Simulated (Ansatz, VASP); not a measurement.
One calculation of Sb, two programs

```
Sb
1.0
    -1.50500    1.50500    2.48000
     1.50500   -1.50500    2.48000
     1.50500    1.50500   -2.48000
Sb
1
Direct
  0.00000 0.00000 0.00000
```

Alike in both runs: task single point; functional PBE; k mesh 19 × 19 × 19; occupations fermi-dirac, width 0.05 eV; no spin polarisation.

|  | VASP | Ansatz |
| --- | --- | --- |
| version | VASP 6.6.1 | Ansatz 0.2.0 |
| potentials or method | VASP PAW PBE potentials, release 64 (Sb), cutoff 520 eV | all-electron LAPW, non-relativistic |

Ansatz gave:

```
pressure (GPa)                                                : 20.0
traceless stress, the component that is largest in VASP (GPa) : -0.84
```

Problem. Estimate VASP's values.

Solution. Pressure (GPa): 19.2; traceless stress, the component that is largest in VASP (GPa): -1.56.

Ansatz ran all-electron here, and VASP with PAW potentials.

Neither program's run includes spin-orbit coupling.
